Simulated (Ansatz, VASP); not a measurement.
# Two plane-wave programs on HfN

Contents of POSCAR:

```
HfN
1.0
    0.0000000000      2.4458088209      2.3724345563
    2.4458088209      0.0000000000      2.3724345563
    2.4458088209      2.4458088209      0.0000000000
Hf N
1 1
Direct
    0.0000000000      0.0000000000      0.0000000000
    0.7500000000      0.7500000000      0.7500000000
```

INCAR.step1

```
SYSTEM = HfN
PREC = Accurate
ENCUT = 520
ISMEAR = 0
SIGMA = 0.15
LREAL = .FALSE.
LASPH = .TRUE.
NELM = 100
NBANDS = 14
GGA = PE
ALGO = Normal
EDIFF = 1E-4
LWAVE = .TRUE.
LCHARG = .FALSE.
```

File INCAR.step2:

```
SYSTEM = HfN
PREC = Accurate
ENCUT = 520
EDIFF = 1E-6
ISMEAR = 0
SIGMA = 0.15
LREAL = .FALSE.
LASPH = .TRUE.
NELM = 100
ALGO = Normal
ISIF = 2
LWAVE = .FALSE.
LCHARG = .FALSE.
METAGGA = R2SCAN
LMIXTAU = .TRUE.
NBANDS = 14
ISTART = 1
```

File KPOINTS:

```
Automatic mesh
0
G
  22 22 22
  0 0 0
```

Input for Ansatz:

```yaml
crystal:
  lattice:
    - [0.0, 2.4458088209, 2.3724345563]
    - [2.4458088209, 0.0, 2.3724345563]
    - [2.4458088209, 2.4458088209, 0.0]
  atoms:
    - { symbol: Hf, position: [0.0, 0.0, 0.0] }
    - { symbol: "N", position: [0.75, 0.75, 0.75] }
basis:
  ecutwfc: 500
kpoints:
  mp_grid: { grid: [22, 22, 22] }
hamiltonian:
  xc: r2scan
scf:
  occupations: { method: gaussian, width: 0.15 }
output:
  forces: true
  stress: true
  eigenvalues: true
```

Change from the starting cell: strain +0.000 along x and y, -0.030 along z, atoms carried along.

Alike in both runs: task single point; functional r2SCAN; k mesh 22 × 22 × 22; occupations gaussian, width 0.15 eV; no spin polarisation.

```csv
,VASP,Ansatz
version,VASP 6.6.1,Ansatz 0.2.0
potentials or method,"VASP PAW PBE potentials, release 64 (Hf_pv, N), cutoff 520 eV","scalar-relativistic, plane waves, PAW"
valence electrons in the cell,15,31
```

```tsv
	VASP	Ansatz	Ansatz less VASP
gap on the k mesh at the Fermi level (eV)	none	none	-
pressure (GPa)	5.3	6.6	+1.31
traceless stress, the component that is largest in VASP (GPa)	3.21	3.19	-0.017
```

VASP's potentials were made for PBE, not for r2SCAN. A gap of «none» marks a metal or a gap that the smearing closes. VASP's potentials hold 15 valence electrons a cell and Ansatz's 31, so a difference there can come from the potentials and not from the codes.

Spin-orbit coupling is off throughout.
